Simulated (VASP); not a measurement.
Write the native input for VASP 6.6.1 that does the following.

| Item | Value |
| --- | --- |
| Task | single point |
| Functional | PBE |
| Dispersion | D3(BJ) |
| Potentials or basis | VASP PAW PBE potentials, release 64 (W_sv, Se) |
| Cutoff | 520 eV |
| k mesh | 9 × 9 × 4 |
| Occupations | gaussian, width 0.05 eV |
| Spin | no spin polarisation |
| Dipole correction | no |
| Further INCAR settings | ALGO = Normal; EDIFF = 1e-06; NBANDS = 20 |

The structure of WSe2 lies in POSCAR:

```
WSe2
1.0
    3.0384719076      0.0000000000      0.0000000000
   -1.5192359538      2.9153623343      0.0000000000
    0.0000000000      0.0000000000      7.3327815212
W Se
1 2
Direct
    0.0000000000      0.0000000000      0.0000000000
    0.3333333333      0.6666666667      0.2405528385
    0.3333333333      0.6666666667      0.7594471615
```

This cell differs from its parent crystal: strain +e along x and -e along y -0.0500, strain +e along z and -e/2 along x and y +0.0467.

The input as run:

INCAR

```
SYSTEM = WSe2
  PREC = Accurate
  ENCUT = 520
  EDIFF = 1E-6
  ISMEAR = 0
  SIGMA = 0.05
  LREAL = .FALSE.
  LASPH = .TRUE.
  NELM = 80
  ALGO = Normal
  ISIF = 2
  LWAVE = .FALSE.
  LCHARG = .TRUE.
  GGA = PE
  IVDW = 12
  LELF = .TRUE.
  LVHAR = .TRUE.
  NBANDS = 20
```

KPOINTS

```
Automatic mesh
0
G
  9 9 4
  0 0 0
```

Potentials or basis: VASP PAW PBE potentials, release 64 (W_sv, Se).

Command:

```console
$ cat potpaw_PBE.64/W_sv/POTCAR potpaw_PBE.64/Se/POTCAR > POTCAR
$ mpirun -np 1 vasp_std > vasp.out
```

Results of the run:

- Pressure: 0.9 GPa
- Largest force: 0.719 eV/Å
- Band gap on the k mesh: 0.74 eV (least direct gap 1.52 eV)
- Dispersion energy per atom: -0.435 eV

Caveat: the cell differs from its parent crystal (strain +e along x and -e along y -0.0500, strain +e along z and -e/2 along x and y +0.0467); the stress differs along the axes, from -7 to 15 GPa; spin-orbit coupling is left out, which moves the levels of the heavy elements.

Wall time 34 s on 1 thread of AMD EPYC 9R45 96-Core Processor (Zen 5), on a shared host, peak memory 0.22 GiB.
